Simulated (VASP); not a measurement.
Set up this calculation in VASP 6.6.1, as the native input.

| Quantity | Value |
| --- | --- |
| Task | single point |
| Functional | PBE |
| Potentials or basis | VASP PAW PBE potentials, release 64 (Mn_pv, Si) |
| Cutoff | 500 eV |
| k mesh | 6 × 6 × 14 |
| Occupations | gaussian, width 0.1 eV |
| Spin | no spin polarisation |
| Dipole correction | no |
| Further INCAR settings | ALGO = Normal; EDIFF = 1e-06; NBANDS = 44; ISYM = 0 |

The structure of MnSi lies in POSCAR:

```
MnSi
1.0
    6.6994692722      0.0000000000      0.0000382553
   -3.3497346360      5.8019105817     -0.0000302420
   -3.3497207032      1.9339655198      2.5219649299
Mn Si
4 4
Direct
    0.1349277025      0.6308775366      0.3679355252
    0.8638863352      0.8650773597      0.3679284483
    0.3691239098      0.1361225437      0.3679313771
    0.6384724920      0.3615179098      0.9154333534
    0.8429999379      0.3501413511      0.6509644224
    0.1581024708      0.1570002304      0.6509620227
    0.6498560126      0.8418889170      0.6509644888
    0.3426311392      0.6573741517      0.0278803621
```

These files were run (other wordings do the same):

INCAR

```
SYSTEM = MnSi
PREC = Accurate
ENCUT = 500
EDIFF = 1E-6
ISMEAR = 0
SIGMA = 0.1
LREAL = .False.
LASPH = .True.
NELM = 120
ALGO = Normal
ISIF = 2
LWAVE = .False.
LCHARG = .True.
GGA = PE
LELF = .True.
LVHAR = .True.
ISYM = 0
NBANDS = 44
GGA_COMPAT = .False.
```

KPOINTS

```
regular mesh
0
Gamma
  6 6 14
  0 0 0
```

Potentials or basis: VASP PAW PBE potentials, release 64 (Mn_pv, Si).

Command:

```bash
$ cat potpaw_PBE.64/Mn_pv/POTCAR potpaw_PBE.64/Si/POTCAR > POTCAR
$ mpirun -np 1 vasp_std > vasp.out
```

Results of the run:

```yaml
Pressure: -12.9 GPa
Largest_force: 0.012 eV/Å
Band_gap_on_the_k_mesh: zero (bands 34 and 35 overlap by 0.45 eV)
```

Caveat: the stress differs along the axes, from -19 to -0 GPa; the run has no spin polarisation, though such a crystal can be magnetic.

It took 22 min on 1 thread of AMD EPYC 9R45 96-Core Processor (Zen 5), on a shared host, peak memory 0.81 GiB.
